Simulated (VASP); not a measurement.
# BN (Amm2) in VASP: further runs

BN is run at these levels: PBE; tasks: single point.

All numbers are computed with VASP 6.6.1; they aren't measurements. Logs are shortened: lines on timing, memory, paths and dates and some standing lists are left out, and cuts for length are marked.

## Step 1: The cell of the first run

It takes space group Amm2 (No. 38, orthorhombic). Conventional cell: a = 6.661 Å, b = 2.504 Å, c = 4.337 Å, α = 90.00°, β = 90.00°, γ = 90.00°. Within 1.9 Å of B (site symmetry mm2) lie 3 N at 1.45 Å. B (site symmetry mm2) has 3 N at 1.41 to 1.51 Å within 1.9 Å. Within 1.9 Å of N (site symmetry mm2) lie 3 B at 1.41 to 1.51 Å. N (site symmetry mm2) has 3 B at 1.45 Å within 1.9 Å.

## Step 2: Single point, PBE (atom 3 (N) moved -0.067 Å towards its neighbour atom 2 (B) at 1.446 Å)

File INCAR:

```
PREC     = Accurate       # precision mode
ENCUT    = 520            # plane-wave cutoff, eV
EDIFF    = 1E-7           # SCF threshold, eV
ISMEAR   = 0              # smearing method
SIGMA    = 0.05           # smearing width, eV
LREAL    = False          # projectors in reciprocal space
LASPH    = True           # aspherical terms in the spheres
NELM     = 60             # most SCF steps
ALGO     = Normal         # electronic algorithm
ISIF     = 2              # what is computed and relaxed
LWAVE    = False          # write WAVECAR
LCHARG   = False          # write CHGCAR
GGA      = PE             # functional
NBANDS   = 16             # bands
```

File KPOINTS:

```
Automatic mesh
0
Gamma
  12 12 4
```

File POSCAR:

```
BN
1.0
    2.5039917043      0.0000000000      0.0000000000
   -1.2519958522      2.1685204268      0.0000000000
    0.0000000000      0.0000000000      6.6612000000
B N
2 2
Direct
    0.3333333333      0.6666666667      0.2500000000
    0.6666666667      0.3333333333      0.7500000000
    0.3640916325      0.6820458162      0.7500000000
    0.6666666667      0.3333333333      0.2500000000
```

Potentials or basis: VASP PAW PBE potentials, release 64 (B, N).

Started as:

```sh
$ cat potpaw_PBE.64/B/POTCAR potpaw_PBE.64/N/POTCAR > POTCAR
$ mpirun -np 1 vasp_std > vasp.out
```

OUTCAR:

```text
PREC = Accurate
   ENCUT = 520
   EDIFF = 1E-7
   ISMEAR = 0
   LREAL = False
   LASPH = True
   NELM = 60
   ISIF = 2
   GGA = PE

 ion  position               nearest neighbor table
   1  0.333  0.667  0.250-   4 1.45   4 1.45   4 1.45
   2  0.667  0.333  0.750-   3 1.41   3 1.41   3 1.51
   3  0.364  0.682  0.750-   2 1.41   2 1.41   2 1.51
   4  0.667  0.333  0.250-   1 1.45   1 1.45   1 1.45

  LATTYP: Found a hexagonal cell.
 ALAT       =     2.5039917043
 C/A-ratio  =     2.6602324555

  Lattice vectors:

 A1 = (   2.5039917043,   0.0000000000,   0.0000000000)
 A2 = (  -1.2519958522,   2.1685204268,   0.0000000000)
 A3 = (   0.0000000000,   0.0000000000,   6.6612000000)

Analysis of symmetry for initial positions (statically):
=====================================================================
 Subroutine PRICEL returns:
 Original cell was already a primitive cell.

 Routine SETGRP: Setting up the symmetry group for a
 hexagonal supercell.

 Subroutine GETGRP returns: Found  4 space group operations
 (whereof  2 operations were pure point group operations)
 out of a pool of 24 trial point group operations.

The static configuration has the point symmetry C_1h.
 The point group associated with its full space group is C_2v.

Analysis of symmetry for dynamics (positions and initial velocities):
=====================================================================
 Subroutine PRICEL returns:
 Original cell was already a primitive cell.

 Routine SETGRP: Setting up the symmetry group for a
 hexagonal supercell.

 Subroutine GETGRP returns: Found  4 space group operations
 (whereof  2 operations were pure point group operations)
 out of a pool of 24 trial point group operations.

The dynamic configuration has the point symmetry C_1h.
 The point group associated with its full space group is C_2v.

 Subroutine INISYM returns: Found  4 space group operations
 (whereof  2 operations are pure point group operations),
 and found     1 'primitive' translations

----------------------------------------------------------------------------------------

                                     Primitive cell

  volume of cell :      36.1700

  direct lattice vectors                    reciprocal lattice vectors
     2.503991704  0.000000000  0.000000000     0.399362345  0.230571958  0.000000000
    -1.251995852  2.168520427  0.000000000     0.000000000  0.461143915  0.000000000
     0.000000000  0.000000000  6.661200000     0.000000000  0.000000000  0.150123101

  length of vectors
     2.503991704  2.503991704  6.661200000     0.461143915  0.461143915  0.150123101

  position of ions in fractional coordinates (direct lattice)
     0.333333333  0.666666667  0.250000000
     0.666666667  0.333333333  0.750000000
     0.364091632  0.682045816  0.750000000
     0.666666667  0.333333333  0.250000000

  ion indices of the primitive-cell ions
   primitive index   ion index
                 1           1
                 2           2
                 3           3
                 4           4

----------------------------------------------------------------------------------------

 KPOINTS: Automatic mesh

Automatic generation of k-mesh.
 Grid dimensions read from file:
 generate k-points for:   12   12    4

 Generating k-lattice:

  Cartesian coordinates                     Fractional coordinates (reciprocal lattice)
     0.033280195  0.019214330  0.000000000     0.083333333 -0.000000000  0.000000000
     0.000000000  0.038428660  0.000000000     0.000000000  0.083333333  0.000000000
     0.000000000  0.000000000  0.037530775     0.000000000  0.000000000  0.250000000

  Length of vectors
     0.038428660  0.038428660  0.037530775

  Shift w.r.t. Gamma in fractional coordinates (k-lattice)
     0.000000000  0.000000000  0.000000000

 Subroutine IBZKPT returns following result:
 ===========================================

 Found    129 irreducible k-points:

 Following reciprocal coordinates:
            Coordinates               Weight
  0.000000  0.000000  0.000000      1.000000
  0.083333  0.000000  0.000000      2.000000
  0.000000  0.083333  0.000000      4.000000
  0.166667  0.000000  0.000000      2.000000
  0.000000  0.166667  0.000000      4.000000
  0.250000  0.000000  0.000000      2.000000
[... 16 lines left out ...]
 -0.083333  0.416667  0.000000      4.000000
 -0.416667  0.333333  0.000000      4.000000
 [... further k-points ...]
   k-points           NKPTS =    129   k-points in BZ     NKDIM =    129   number of bands    NBANDS=     16
   number of dos      NEDOS =    301   number of ions     NIONS =      4
   total plane-waves  NPLWV =  20000
   dimension x,y,z NGX =    20 NGY =   20 NGZ =   50
   dimension x,y,z NGXF=    40 NGYF=   40 NGZF=  100
   ions per type =               2   2
   NGX,Y,Z   is equivalent  to a cutoff of  13.28, 13.28, 12.48 a.u.
   NGXF,Y,Z  is equivalent  to a cutoff of  26.56, 26.56, 24.96 a.u.
 SYSTEM =  unknown system
   PREC   = accura    normal or accurate (medium, high low for compatibility)
   ISTART =      0    job   : 0-new  1-cont  2-samecut
   ICHARG =      2    charge: 1-file 2-atom 10-const
   ISPIN  =      1    spin polarized calculation?
   LNONCOLLINEAR =      F non collinear calculations
   LSORBIT =      F    spin-orbit coupling
   LASPH  =      T    aspherical Exc in radial PAW
   ENCUT  =  520.0 eV  38.22 Ry    6.18 a.u.   4.66  4.66 12.39*2*pi/ulx,y,z
   NELM   =     60;   NELMIN=  2; NELMDL= -5     # of ELM steps
   EDIFF  = 0.1E-06   stopping-criterion for ELM
   LREAL  =      F    real-space projection
   EDIFFG = 0.1E-05   stopping-criterion for IOM
   NSW    =      0    number of steps for IOM
   IBRION =     -1    ionic relax: 0-MD 1-quasi-New 2-CG
   NFREE  =      0    steps in history (QN), initial steepest desc. (CG)
   ISIF   =      2    stress and relaxation
   ISYM   =      2    0-nonsym 1-usesym 2-fastsym
   POTIM  = 0.5000    time-step for ionic-motion
   TEBEG  =    0.0;   TEEND  =   0.0 temperature during run
   PSTRESS=    0.0 pullay stress
   NELECT =      16.0000    total number of electrons
   NUPDOWN=      -1.0000    fix difference up-down
   EMIN   =  10.00;   EMAX   =-10.00  energy-range for DOS
   EFERMI =   0.00;   METHOD = LEGACY
   ISMEAR =     0;   SIGMA  =   0.05  broadening in eV -4-tet -1-fermi 0-gaus
   EFERMI_NEDOS =   21; number of points for ismear=-14 and -15
   IALGO  =     38    algorithm
   IMIX   =      4    mixing-type and parameters
     AMIX     =   0.40;   BMIX     =  1.00
     AMIX_MAG =   1.60;   BMIX_MAG =  1.00
  volume/ion in A,a.u.               =       9.04        61.02
  Fermi-wavevector in a.u.,A,eV,Ry     =   1.247379  2.357205 21.170055  1.555955
  Thomas-Fermi vector in A             =   2.381514
   LORBIT       =      0    0 simple, 1 ext, 2 COOP (PROOUT), +10 PAW based schemes
   GGA     = PE    functional components
   LHFCALC =     F    Hartree Fock is set to
   AEXX    =    0.0000 exact exchange contribution
   IVDW    =     0    specifies the selected vdW correction
   LEPSILON=     F    determine dielectric tensor
   LRPA    =     F    only Hartree local field effects (RPA)
 non-spin polarized calculation
 Gauss-broadening in eV      SIGMA  =   0.05
  energy-cutoff  :      520.00
  volume of cell :       36.17
 maximum number of plane-waves:       992
   NGX =  9   NGY =  9   NGZ = 25

 number of electron      15.9999998 magnetization

 Free energy of the ion-electron system (eV)
  ---------------------------------------------------
  ext. energy  EPLUGINS =         0.00000000
  ---------------------------------------------------
  free energy    TOTEN  =       -35.06895911 eV

  energy without entropy =      -35.06895911  energy(sigma->0) =      -35.06895911

 E-fermi :   2.4982     XC(G=0): -10.0479

 val. band max:        2.2438035972   @ k =   0.3333   0.3333   0.5000
 cond. band min:       6.4723115149   @ k =   0.0000   0.5000   0.0000
 fundamental gap:      4.2285079176
 Fermi energy:         2.4982182106

 k-point     1 :       0.0000    0.0000    0.0000
  band No.  band energies     occupation
      1     -15.5501      2.00000
      2     -15.2628      2.00000
      3      -3.9570      2.00000
      4      -1.8655      2.00000
      5       0.1617      2.00000
      6       0.9310      2.00000
[... 8 lines left out ...]
     15      14.9442      0.00000
     16      15.2855      0.00000

 k-point     2 :       0.0833    0.0000    0.0000
  band No.  band energies     occupation
      1     -15.4129      2.00000
      2     -15.1301      2.00000
      3      -3.7722      2.00000
      4      -1.7002      2.00000
      5      -0.0527      2.00000
      6       0.3706      2.00000
[... 8 lines left out ...]
     15      14.8846      0.00000
     16      15.4924      0.00000

 k-point     3 :       0.0000    0.0833    0.0000
  band No.  band energies     occupation
      1     -15.4150      2.00000
      2     -15.1324      2.00000
      3      -3.7697      2.00000
      4      -1.6968      2.00000
      5      -0.2807      2.00000
      6       0.3716      2.00000
[... 8 lines left out ...]
     15      14.7680      0.00000
     16      15.3187      0.00000

 k-point     4 :       0.1667    0.0000    0.0000
  band No.  band energies     occupation
      1     -15.0088      2.00000
      2     -14.7390      2.00000
      3      -3.2252      2.00000
      4      -1.2151      2.00000
      5      -1.0425      2.00000
      6      -0.5876      2.00000
[... 8 lines left out ...]
     15      16.0520      0.00000
     16      17.0068      0.00000

 k-point     5 :       0.0000    0.1667    0.0000
  band No.  band energies     occupation
      1     -15.0173      2.00000
      2     -14.7486      2.00000
      3      -3.2143      2.00000
      4      -1.4755      2.00000
      5      -1.2007      2.00000
      6      -1.0404      2.00000
[... 8 lines left out ...]
     15      16.0598      0.00000
     16      16.4613      0.00000

 k-point     6 :       0.2500    0.0000    0.0000
  band No.  band energies     occupation
      1     -14.3644      2.00000
      2     -14.1170      2.00000
      3      -2.8330      2.00000
      4      -2.4581      2.00000
      5      -2.3436      2.00000
      6      -1.2262      2.00000
[... 8 lines left out ...]
     15      17.5670      0.00000
     16      18.3246      0.00000
[... 267 lines left out ...]
 k-point    21 :      -0.3333    0.2500    0.0000
  band No.  band energies     occupation
      1     -13.8998      2.00000
      2     -13.6763      2.00000
      3      -3.9243      2.00000
      4      -3.7512      2.00000
      5      -1.6341      2.00000
      6      -1.3837      2.00000
[... 8 lines left out ...]
     15      17.1379      0.00000
     16      18.8319      0.00000

 k-point    22 :       0.3333    0.0833    0.0000
  band No.  band energies     occupation
      1     -13.0425      2.00000
      2     -12.8571      2.00000
      3      -5.3588      2.00000
      4      -5.1270      2.00000
      5      -2.3428      2.00000
      6      -1.9299      2.00000
[... 8 lines left out ...]
     15      17.5705      0.00000
     16      20.7960      0.00000

 k-point    23 :      -0.0833    0.4167    0.0000
  band No.  band energies     occupation
      1     -13.0921      2.00000
      2     -12.9135      2.00000
      3      -5.4790      2.00000
      4      -5.3381      2.00000
      5      -1.9365      2.00000
      6      -1.6446      2.00000
[... 8 lines left out ...]
     15      17.5677      0.00000
     16      20.6665      0.00000

 k-point    24 :      -0.4167    0.3333    0.0000
  band No.  band energies     occupation
      1     -13.0765      2.00000
      2     -12.9027      2.00000
      3      -5.4755      2.00000
      4      -5.3376      2.00000
      5      -1.9367      2.00000
      6      -1.6983      2.00000
[... 8 lines left out ...]
     15      17.4965      0.00000
     16      20.7970      0.00000

 [... further k-points ...]

------------------------ aborting loop because EDIFF is reached ----------------------------------------

  FORCE on cell =-STRESS in cart. coord.  units (eV):
  Direction    XX          YY          ZZ          XY          YZ          ZX
  --------------------------------------------------------------------------------------
  -------------------------------------------------------------------------------------
  Total        0.7094185      1.5007772      0.6093107     -0.6853367      0.0000000      0.0000000
  in kB       31.4242011     66.4779974     26.9898530    -30.3574781      0.0000000      0.0000000
  external PRESSURE =      41.6306838 kB  Pullay stress =       0.0000000 kB

 VOLUME and BASIS-vectors are now :
 -----------------------------------------------------------------------------
  energy-cutoff  :      520.00
  volume of cell :       36.17
      direct lattice vectors                 reciprocal lattice vectors
     2.503991704  0.000000000  0.000000000     0.399362345  0.230571958  0.000000000
    -1.251995852  2.168520427  0.000000000     0.000000000  0.461143915  0.000000000
     0.000000000  0.000000000  6.661200000     0.000000000  0.000000000  0.150123101

 POSITION                                       TOTAL-FORCE (eV/Angst)
 -----------------------------------------------------------------------------------
     -0.00000      1.44568      1.66530         0.001429      0.000825      0.000000
      1.25200      0.72284      4.99590         2.145283      1.238580      0.000000
      0.05776      1.47903      4.99590        -2.148595     -1.240492      0.000000
      1.25200      0.72284      1.66530         0.001883      0.001087      0.000000
 -----------------------------------------------------------------------------------
    total drift:                               -0.000026     -0.000015     -0.000000

  FREE ENERGIE OF THE ION-ELECTRON SYSTEM (eV)
  ---------------------------------------------------
  free  energy   TOTEN  =       -35.0689591051 eV

  energy  without entropy=      -35.0689591051  energy(sigma->0) =      -35.06895911
```

Run time: 43 s. Hardware: 1 thread of Intel Xeon 6975P-C (Granite Rapids), shared host; peak memory 0.18 GiB.

What came out:

- Free energy: -35.0690 eV
- Pressure: 4.2 GPa
- Largest force: 2.481 eV/Å
- Band gap on the k mesh: 4.23 eV, indirect (least direct gap 4.64 eV)

Forces on the atoms (eV/Å):
```
B    0.001  0.001  0.000
B    2.145  1.239  0.000
N   -2.149 -1.240  0.000
N    0.002  0.001  0.000
```

Stress tensor (GPa, compression positive):
```
 3.14 -3.04  0.00
-3.04  6.65  0.00
 0.00  0.00  2.70
```

Levels at points of the mesh, in eV from the valence-band top:
| k point | band 4 | band 5 | band 6 | band 7 | band 8 | band 9 | band 10 | band 11 | band 12 | band 13 |
| --- | --- | --- | --- | --- | --- | --- | --- | --- | --- | --- |
| (0.00, 0.00, 0.00) | -4.11 | -2.08 | -1.31 | -1.31 | -0.53 | 5.24 | 10.29 | 10.55 | 11.61 | 11.61 |
| (0.50, 0.00, 0.00) | -8.70 | -4.53 | -4.11 | -1.60 | -0.49 | 4.37 | 6.07 | 9.47 | 9.93 | 12.77 |
| (0.00, 0.50, 0.00) | -8.86 | -4.11 | -3.86 | -1.36 | -0.41 | 4.23 | 5.46 | 9.51 | 9.92 | 12.68 |
| (0.00, 0.00, 0.50) | -5.27 | -2.08 | -1.31 | -1.31 | -0.53 | 7.58 | 7.59 | 10.59 | 11.61 | 11.61 |
| (0.50, 0.00, 0.50) | -8.72 | -4.53 | -4.11 | -1.17 | -0.92 | 4.75 | 5.27 | 9.82 | 9.91 | 13.53 |
| (0.00, 0.50, 0.50) | -8.88 | -4.11 | -3.86 | -0.91 | -0.80 | 4.51 | 4.74 | 9.84 | 9.92 | 13.54 |

Caveat: the cell differs from its parent crystal (atom 3 (N) moved -0.067 Å towards its neighbour atom 2 (B) at 1.446 Å); this functional lacks dispersion, which binds the layers, so the pressure and a relaxed spacing across them are unreliable; forces of over 1 eV/Å act on the atoms, so gaps and moduli don't describe the material at rest. A k mesh can miss the band edges.

## Step 3: Single point, PBE (atom 3 (N) moved +0.033 Å towards its neighbour atom 2 (B) at 1.446 Å)

File INCAR:

```
SYSTEM = BN
ALGO = Normal
EDIFF = 1E-7
ENCUT = 520
GGA = PE
ISIF = 2
ISMEAR = 0
LASPH = .TRUE.
LCHARG = .FALSE.
LREAL = .FALSE.
LWAVE = .FALSE.
NBANDS = 16
NELM = 60
PREC = Accurate
SIGMA = 0.05
```

File KPOINTS:

```
k-points
0
G
  12 12 4
  0 0 0
```

POSCAR: that of step 2 with these lines changed.

```diff
@@ -10,3 +10,3 @@
     0.6666666667      0.3333333333      0.7500000000
-    0.3640916325      0.6820458162      0.7500000000
+    0.3179772410      0.6589886205      0.7500000000
     0.6666666667      0.3333333333      0.2500000000
```

Potentials or basis: VASP PAW PBE potentials, release 64 (B, N).

Started as:

```sh
$ cat potpaw_PBE.64/B/POTCAR potpaw_PBE.64/N/POTCAR > POTCAR
$ mpirun -np 1 vasp_std > vasp.out
```

It took 35 s on 1 thread of Intel Xeon 6975P-C (Granite Rapids), shared host; peak memory 0.18 GiB.

Results (log left out):

```yaml
Free_energy: -35.1310 eV
Pressure: 3.6 GPa
Largest_force: 1.451 eV/Å
Band_gap_on_the_k_mesh: 4.23 eV, indirect (least direct gap 4.64 eV)
```

Forces in eV/Å, atoms in the order of the input:
```
B   -0.001  0.000  0.000
B   -1.254 -0.724  0.000
N    1.257  0.726  0.000
N   -0.002 -0.001  0.000
```

Stress tensor (GPa, compression positive):
```
5.05 1.71 0.00
1.71 3.07 0.00
0.00 0.00 2.70
```

Levels at points of the mesh, in eV from the valence-band top:
```csv
k point,band 4,band 5,band 6,band 7,band 8,band 9,band 10,band 11,band 12,band 13
"(0.00, 0.00, 0.00)",-4.11,-1.69,-1.31,-1.31,-0.93,5.24,10.28,11.09,11.60,11.62
"(0.50, 0.00, 0.00)",-8.86,-4.12,-3.91,-1.35,-0.41,4.23,5.46,9.57,9.99,12.67
"(0.00, 0.50, 0.00)",-8.81,-4.21,-4.10,-1.47,-0.45,4.31,5.73,9.50,9.93,12.73
"(0.00, 0.00, 0.50)",-5.27,-1.69,-1.31,-1.31,-0.93,7.59,7.59,11.10,11.61,11.61
"(0.50, 0.00, 0.50)",-8.88,-4.11,-3.91,-0.91,-0.79,4.50,4.74,9.92,9.98,13.55
"(0.00, 0.50, 0.50)",-8.84,-4.20,-4.11,-0.98,-0.92,4.74,4.87,9.86,9.92,13.57
```

Caveat: the cell differs from its parent crystal (atom 3 (N) moved +0.033 Å towards its neighbour atom 2 (B) at 1.446 Å); this functional lacks dispersion, which binds the layers, so the pressure and a relaxed spacing across them are unreliable; forces of over 1 eV/Å act on the atoms, so gaps and moduli don't describe the material at rest. A k mesh can miss the band edges.
